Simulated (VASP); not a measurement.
Set up this calculation in VASP 6.6.1, as the native input.

* Task: single point
* Functional: PBE
* Potentials or basis: VASP PAW PBE potentials, release 64 (Rb_sv, Br)
* Cutoff: 500 eV
* k mesh: 4 × 4 × 4
* Occupations: gaussian, width 0.1 eV
* Spin: no spin polarisation
* Dipole correction: no
* Further INCAR settings: ALGO = Normal; EDIFF = 1e-06; NBANDS = 15

The structure of RbBr lies in POSCAR:

```
RbBr
1.0
   -2.8016637500      2.8016637500      3.0162739400
    2.8016637500     -2.8016637500      3.0162739400
    2.8016637500      2.8016637500     -3.0162739400
Rb Br
1 1
Direct
    0.5867932700      0.5867932700      0.0000000000
    0.1517817400      0.1517817400      0.0000000000
```

The cell was generated, and may not be a known phase.

These files were run (other wordings do the same):

INCAR

```
SYSTEM = RbBr
PREC = Accurate ; ENCUT = 500
EDIFF = 1E-6 ; ISMEAR = 0
SIGMA = 0.1 ; LREAL = .FALSE.
LASPH = .TRUE. ; NELM = 120
ALGO = Normal ; ISIF = 2
LWAVE = .FALSE. ; LCHARG = .FALSE.
GGA = PE ; NBANDS = 15
GGA_COMPAT = .FALSE.
```

KPOINTS

```
Automatic mesh
0
G
  4 4 4
  0 0 0
```

Potentials or basis: VASP PAW PBE potentials, release 64 (Rb_sv, Br).

Run with:

```sh
$ cat potpaw_PBE.64/Rb_sv/POTCAR potpaw_PBE.64/Br/POTCAR > POTCAR
$ mpirun -np 1 vasp_std > vasp.out
```

Results of the run:

```
Pressure               : 4.4 GPa
Largest force          : 3.275 eV/Å
Band gap on the k mesh : 3.41 eV
```

Caveat: the stress differs along the axes, from -1 to 16 GPa; forces of over 1 eV/Å act on the atoms, so gaps and moduli don't describe the material at rest.

It took 36 s on 1 thread of Intel Xeon 8259CL, on a shared host, peak memory 0.2 GiB.
